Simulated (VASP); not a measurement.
Sn:

```
Sn
1.0
    -1.90720    1.90720    1.90720
     1.90720   -1.90720    1.90720
     1.90720    1.90720   -1.90720
Sn
1
Cartesian
  0.0000 0.0000 0.0000
```

Base run:

| Quantity | Value |
| --- | --- |
| Program | VASP 6.6.1 |
| Functional | PBE |
| Potentials or basis | VASP PAW PBE potentials, release 64 (Sn_d) |
| Cutoff | 520 eV |
| k mesh | 10 × 10 × 10 |
| Occupations | fermi-dirac, width 0.05 eV |
| Spin | no spin polarisation |

Its results: band gap on the k mesh zero (band 7 reaches 15.62 eV, above the bottom of band 8 at 5.63 eV); pressure -0.3 GPa.

Q: The run is repeated on the same cell with these changes: functional from PBE to PBEsol. What comes out?

A: Band gap on the k mesh zero (band 7 reaches 15.44 eV, above the bottom of band 8 at 5.46 eV); pressure -3.0 GPa.

PBEsol binds more tightly than PBE, so the same cell stands under less pressure.

Caveats: spin-orbit coupling is left out, which moves the levels of the heavy elements; the PAW data sets were made with another functional, which shifts forces and pressure a little (some runs).
